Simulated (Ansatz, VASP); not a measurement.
## BAs: VASP beside Ansatz

```
B As
1.0
     0.00000    2.12085    2.12085
     2.12085    0.00000    2.12085
     2.12085    2.12085    0.00000
B As
1 1
Direct
  0.00000 0.00000 0.00000
  0.25000 0.25000 0.25000
```

Change from the starting cell: volume scaled by 0.72, PAW files.

Alike in both runs: task single point; functional LDA; k mesh 15 × 15 × 15; occupations fermi-dirac, width 0.05 eV; no spin polarisation.

|  | VASP | Ansatz |
| --- | --- | --- |
| version | VASP 6.6.1 | Ansatz 0.2.0 |
| potentials or method | VASP PAW LDA potentials, release 64 (B, As) | PAW with Ansatz's default frozen-core files, scalar-relativistic |
| plane-wave cutoff (eV) | 520 | 420 |
| valence electrons in the cell | 8 | 18 |

|  | VASP | Ansatz | Ansatz less VASP |
| --- | --- | --- | --- |
| pressure (GPa) | 96.3 | 92.3 | -3.99 |

LDA's correlation is that of Perdew and Zunger in VASP and of Perdew and Wang (1992) in Ansatz. Both programs put the cell under a high pressure, so it lies far from rest at this level. VASP's potentials hold 8 valence electrons a cell and Ansatz's 18, so a difference there can come from the potentials and not from the codes.

Noted on VASP's run: the cell as given lies far from equilibrium.
